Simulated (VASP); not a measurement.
# BiTe (R-3m) in VASP: further runs

BiTe is run at these levels: r2SCAN; tasks: single point.

All numbers are computed with VASP 6.6.1; they aren't measurements. Logs are shortened: lines on timing, memory, paths and dates and some standing lists are left out, and cuts for length are marked.

## Step 1: The cell of the first run

Symmetry: R-3m, No. 166, trigonal system. The conventional cell has a = 5.220 Å, b = 5.220 Å, c = 8.576 Å, α = 90.00°, β = 90.00°, γ = 120.00°. Within 4.4 Å of Bi (site symmetry -3m) lie 8 Te at 3.34 to 4.29 Å and 6 Bi at 4.15 Å. Within 4.4 Å of Te (site symmetry -3m) lie 8 Bi at 3.34 to 4.29 Å and 6 Te at 4.15 Å.

## Step 2: Single point, r2SCAN

Contents of POSCAR:

```
BiTe
1.0
    2.6097828348      1.5067588222      2.8587555455
   -2.6097828348      1.5067588222      2.8587555455
    0.0000000000     -3.0135176444      2.8587555455
Bi Te
1 1
Direct
    0.5000000000      0.5000000000      0.5000000000
    0.0000000000      0.0000000000      0.0000000000
```

Contents of INCAR.step1:

```
PREC = Accurate ; ENCUT = 520
ISMEAR = -1 ; SIGMA = 0.1
LREAL = False ; LASPH = True
NELM = 60 ; NBANDS = 18
GGA = PE ; ALGO = Normal
EDIFF = 1E-4 ; LWAVE = True
LCHARG = False
```

Contents of INCAR.step2:

```
PREC = Accurate ; ENCUT = 520
EDIFF = 1E-6 ; ISMEAR = -1
SIGMA = 0.1 ; LREAL = False
LASPH = True ; NELM = 60
ALGO = Normal ; ISIF = 2
LWAVE = False ; LCHARG = False
METAGGA = R2SCAN ; LMIXTAU = True
NBANDS = 18 ; ISTART = 1
```

Contents of KPOINTS:

```
regular mesh
0
Gamma
  12 12 12
```

Potentials or basis: VASP PAW PBE potentials, release 64 (Bi_d, Te).

Launch:

```
cat potpaw_PBE.64/Bi_d/POTCAR potpaw_PBE.64/Te/POTCAR > POTCAR
cp INCAR.step1 INCAR
mpirun -np 1 vasp_std > vasp.out
cp INCAR.step2 INCAR
mpirun -np 1 vasp_std > vasp.out
```

OUTCAR:

```text
PREC = Accurate
   ENCUT = 520
   EDIFF = 1E-6
   ISMEAR = -1
   LREAL = False
   LASPH = True
   NELM = 60
   ISIF = 2
   METAGGA = R2SCAN
   ISTART = 1

 ion  position               nearest neighbor table
   1  0.500  0.500  0.500-   2 3.34   2 3.34   2 3.34   2 3.34   2 3.34   2 3.34
   2  0.000  0.000  0.000-   1 3.34   1 3.34   1 3.34   1 3.34   1 3.34   1 3.34

  LATTYP: Found a trigonal (rhomboedric) cell.
 ALAT       =     4.1537659855
 COS(alpha) =     0.2104953631

  Lattice vectors:

 A1 = (   2.6097828348,   1.5067588222,   2.8587555455)
 A2 = (  -2.6097828348,   1.5067588222,   2.8587555455)
 A3 = (   0.0000000000,  -3.0135176444,   2.8587555455)

Analysis of symmetry for initial positions (statically):
=====================================================================
 Subroutine PRICEL returns:
 Original cell was already a primitive cell.

 Routine SETGRP: Setting up the symmetry group for a
 trigonal (rhombohedral) supercell.

 Subroutine GETGRP returns: Found 12 space group operations
 (whereof 12 operations were pure point group operations)
 out of a pool of 12 trial point group operations.

The static configuration has the point symmetry D_3d.

Analysis of symmetry for dynamics (positions and initial velocities):
=====================================================================
 Subroutine PRICEL returns:
 Original cell was already a primitive cell.

 Routine SETGRP: Setting up the symmetry group for a
 trigonal (rhombohedral) supercell.

 Subroutine GETGRP returns: Found 12 space group operations
 (whereof 12 operations were pure point group operations)
 out of a pool of 12 trial point group operations.

The dynamic configuration has the point symmetry D_3d.

 Subroutine INISYM returns: Found 12 space group operations
 (whereof 12 operations are pure point group operations),
 and found     1 'primitive' translations

----------------------------------------------------------------------------------------

                                     Primitive cell

  volume of cell :      67.4491

  direct lattice vectors                    reciprocal lattice vectors
     2.609782835  1.506758822  2.858755546     0.191586822  0.110612703  0.116600852
    -2.609782835  1.506758822  2.858755546    -0.191586822  0.110612703  0.116600852
     0.000000000 -3.013517644  2.858755546     0.000000000 -0.221225407  0.116600852

[... 73 lines left out ...]
 SYSTEM =  unknown system
   PREC   = accura    normal or accurate (medium, high low for compatibility)
   ISTART =      1    job   : 0-new  1-cont  2-samecut
   ICHARG =      0    charge: 1-file 2-atom 10-const
   ISPIN  =      1    spin polarized calculation?
   LNONCOLLINEAR =      F non collinear calculations
   LSORBIT =      F    spin-orbit coupling
   LASPH  =      T    aspherical Exc in radial PAW
   ENCUT  =  520.0 eV  38.22 Ry    6.18 a.u.   7.72  7.72  7.72*2*pi/ulx,y,z
   NELM   =     60;   NELMIN=  2; NELMDL=  0     # of ELM steps
   EDIFF  = 0.1E-05   stopping-criterion for ELM
   LREAL  =      F    real-space projection
   EDIFFG = 0.1E-04   stopping-criterion for IOM
   NSW    =      0    number of steps for IOM
   IBRION =     -1    ionic relax: 0-MD 1-quasi-New 2-CG
   NFREE  =      0    steps in history (QN), initial steepest desc. (CG)
   ISIF   =      2    stress and relaxation
   ISYM   =      2    0-nonsym 1-usesym 2-fastsym
   POTIM  = 0.5000    time-step for ionic-motion
   TEBEG  =    0.0;   TEEND  =   0.0 temperature during run
   PSTRESS=    0.0 pullay stress
   NELECT =      21.0000    total number of electrons
   NUPDOWN=      -1.0000    fix difference up-down
   EMIN   =  10.00;   EMAX   =-10.00  energy-range for DOS
   EFERMI =   0.00;   METHOD = LEGACY
   ISMEAR =    -1;   SIGMA  =   0.10  broadening in eV -4-tet -1-fermi 0-gaus
   EFERMI_NEDOS =   21; number of points for ismear=-14 and -15
   IALGO  =     38    algorithm
   IMIX   =      4    mixing-type and parameters
     AMIX     =   0.40;   BMIX     =  1.00
     AMIX_MAG =   1.60;   BMIX_MAG =  1.00
  volume/ion in A,a.u.               =      33.72       227.58
  Fermi-wavevector in a.u.,A,eV,Ry     =   1.109573  2.096789 16.750837  1.231152
  Thomas-Fermi vector in A             =   2.246114
   LORBIT       =      0    0 simple, 1 ext, 2 COOP (PROOUT), +10 PAW based schemes
   METAGGA = R2SCAN    functional components
   LHFCALC =     F    Hartree Fock is set to
   AEXX    =    0.0000 exact exchange contribution
   IVDW    =     0    specifies the selected vdW correction
   LEPSILON=     F    determine dielectric tensor
   LRPA    =     F    only Hartree local field effects (RPA)
 non-spin polarized calculation
  energy-cutoff  :      520.00
  volume of cell :       67.45
 maximum number of plane-waves:      1830
   NGX = 15   NGY = 15   NGZ = 15

 number of electron      21.0000007 magnetization

 Free energy of the ion-electron system (eV)
  ---------------------------------------------------
  ext. energy  EPLUGINS =         0.00000000
  ---------------------------------------------------
  free energy    TOTEN  =       -83.85499751 eV

  energy without entropy =      -83.81319832  energy(sigma->0) =      -83.83409791

 E-fermi :   6.3806     XC(G=0): -10.0872

 val. band max:        6.3793640832   @ k =  -0.4167   0.2500   0.2500
 cond. band min:       6.3983404242   @ k =  -0.4167   0.1667   0.0000
 fundamental gap:      0.0189763410
 Fermi energy:         6.3806444976

 k-point     1 :       0.0000    0.0000    0.0000
  band No.  band energies     occupation
      1     -17.5771      2.00000
      2     -17.5771      2.00000
      3     -17.5535      2.00000
      4     -17.5535      2.00000
      5     -17.5296      2.00000
      6      -7.3153      2.00000
[... 481 lines left out ...]
      5     -17.5312      2.00000
      6      -5.4644      2.00000
[... 10 lines left out ...]
     17      16.0506      0.00000
     18      17.2827      0.00000

 [... further k-points ...]
[... 5 lines left out ...]
  --------------------------------------------------------------------------------------
  -------------------------------------------------------------------------------------
  Total       -2.1251748     -2.1251748      0.3308672      0.0000000     -0.0000000      0.0000000
  in kB      -50.4811053    -50.4811053      7.8593742      0.0000000     -0.0000000      0.0000000
  external PRESSURE =     -31.0342788 kB  Pullay stress =       0.0000000 kB

 VOLUME and BASIS-vectors are now :
 -----------------------------------------------------------------------------
  energy-cutoff  :      520.00
  volume of cell :       67.45
      direct lattice vectors                 reciprocal lattice vectors
     2.609782835  1.506758822  2.858755546     0.191586822  0.110612703  0.116600852
    -2.609782835  1.506758822  2.858755546    -0.191586822  0.110612703  0.116600852
     0.000000000 -3.013517644  2.858755546     0.000000000 -0.221225407  0.116600852

 POSITION                                       TOTAL-FORCE (eV/Angst)
 -----------------------------------------------------------------------------------
      0.00000      0.00000      4.28813         0.000000     -0.000000      0.000000
      0.00000      0.00000      0.00000        -0.000000      0.000000     -0.000000
 -----------------------------------------------------------------------------------
    total drift:                               -0.000000      0.000000     -0.000000

  FREE ENERGIE OF THE ION-ELECTRON SYSTEM (eV)
  ---------------------------------------------------
  free  energy   TOTEN  =       -83.8549975098 eV

  energy  without entropy=      -83.8131983186  energy(sigma->0) =      -83.83409791
```

OSZICAR.step1:

```text
N       E                     dE             d eps       ncg     rms          rms(c)
DAV:   1     0.157008043259E+03    0.15701E+03   -0.99465E+03  6804   0.113E+03
DAV:   2     0.488929175102E+01   -0.15212E+03   -0.14824E+03  7250   0.304E+02
DAV:   3    -0.679985259992E+01   -0.11689E+02   -0.11574E+02  8452   0.878E+01
DAV:   4    -0.712195118943E+01   -0.32210E+00   -0.32172E+00  8586   0.155E+01
DAV:   5    -0.713346335850E+01   -0.11512E-01   -0.11512E-01  9244   0.274E+00    0.474E+00
DAV:   6    -0.703714300999E+01    0.96320E-01   -0.32753E-01  9930   0.303E+00    0.294E+00
DAV:   7    -0.703919422893E+01   -0.20512E-02   -0.39771E-02  7846   0.923E-01    0.107E+00
DAV:   8    -0.703954476996E+01   -0.35054E-03   -0.43554E-03  7682   0.455E-01    0.183E-01
DAV:   9    -0.703961304659E+01   -0.68277E-04   -0.81596E-04  8632   0.148E-01
   1 F= -.70396130E+01 E0= -.70173361E+01  d E =-.445538E-01
```

It took 3 min on 1 thread of Intel Xeon 6975P-C (Granite Rapids), shared host; peak memory 0.35 GiB.

What came out:

```
Free energy            : -83.8550 eV
Pressure               : -3.1 GPa
Band gap on the k mesh : zero (an odd number of electrons rules out a gap without spin polarisation)
```

Stress tensor (GPa, compression positive):
```
-5.05  0.00  0.00
 0.00 -5.05  0.00
 0.00  0.00  0.79
```

Caveat: the stress differs along the axes, from -5 to 1 GPa; the PAW data sets were made with another functional, which shifts forces and pressure a little; spin-orbit coupling is left out, which moves the levels of the heavy elements.

## Step 3: Single point, r2SCAN

This run uses another cell than the first one, of the same volume but with other edges.

Contents of POSCAR:

```
BiTe
1.0
    2.2198310163      1.2816200348      3.9513539146
   -2.2198310163      1.2816200348      3.9513539146
    0.0000000000     -2.5632400697      3.9513539146
Bi Te
1 1
Direct
    0.5000000000      0.5000000000      0.5000000000
    0.0000000000      0.0000000000      0.0000000000
```

Contents of INCAR.step1:

```
SYSTEM = BiTe
  ALGO = Normal
  EDIFF = 1E-4
  ENCUT = 520
  GGA = PE
  ISMEAR = -1
  LASPH = .True.
  LCHARG = .False.
  LREAL = .False.
  LWAVE = .True.
  NBANDS = 18
  NELM = 80
  PREC = Accurate
  SIGMA = 0.1
```

Contents of INCAR.step2:

```
SYSTEM = BiTe
  ALGO = Normal
  EDIFF = 1E-6
  ENCUT = 520
  ISIF = 2
  ISMEAR = -1
  ISTART = 1
  LASPH = .True.
  LCHARG = .True.
  LELF = .True.
  LMIXTAU = .True.
  LREAL = .False.
  LVHAR = .True.
  LWAVE = .False.
  METAGGA = R2SCAN
  NBANDS = 18
  NELM = 80
  PREC = Accurate
  SIGMA = 0.1
```

Contents of KPOINTS:

```
k-points
0
Gamma
  12 12 12
  0 0 0
```

Potentials or basis: VASP PAW PBE potentials, release 64 (Bi_d, Te).

Launch:

```
cat potpaw_PBE.64/Bi_d/POTCAR potpaw_PBE.64/Te/POTCAR > POTCAR
cp INCAR.step1 INCAR
mpirun -np 1 vasp_std > vasp.out
cp INCAR.step2 INCAR
mpirun -np 1 vasp_std > vasp.out
```

Run time: 5.1 min. Hardware: 1 thread of Intel Xeon 6975P-C (Granite Rapids), shared host; peak memory 0.38 GiB.

Results (log left out):

* Free energy: -84.0503 eV
* Pressure: 0.0 GPa
* Band gap on the k mesh: zero (an odd number of electrons rules out a gap without spin polarisation)

Levels at points of the mesh, in eV from the Fermi level:
| k point | band 6 | band 7 | band 8 | band 9 | band 10 | band 11 | band 12 | band 13 | band 14 | band 15 |
| --- | --- | --- | --- | --- | --- | --- | --- | --- | --- | --- |
| (0.00, 0.00, 0.00) | -14.19 | -8.37 | -3.36 | -2.53 | -2.53 | 2.14 | 2.14 | 2.51 | 4.44 | 5.34 |
| (0.50, 0.00, 0.00) | -12.05 | -11.71 | -2.40 | -2.07 | -1.74 | -1.21 | -0.66 | -0.65 | 7.33 | 7.59 |
| (0.50, 0.50, 0.00) | -12.30 | -10.35 | -5.99 | -4.58 | -4.03 | 2.52 | 3.57 | 3.81 | 5.10 | 8.85 |
| (0.50, 0.50, 0.50) | -12.23 | -11.93 | -1.85 | -1.85 | -1.30 | -0.36 | -0.36 | -0.27 | 7.55 | 7.77 |

Caveat: the PAW data sets were made with another functional, which shifts forces and pressure a little; spin-orbit coupling is left out, which moves the levels of the heavy elements.

The gap in the log of VASP goes by the Fermi energy; the results here count the filled bands.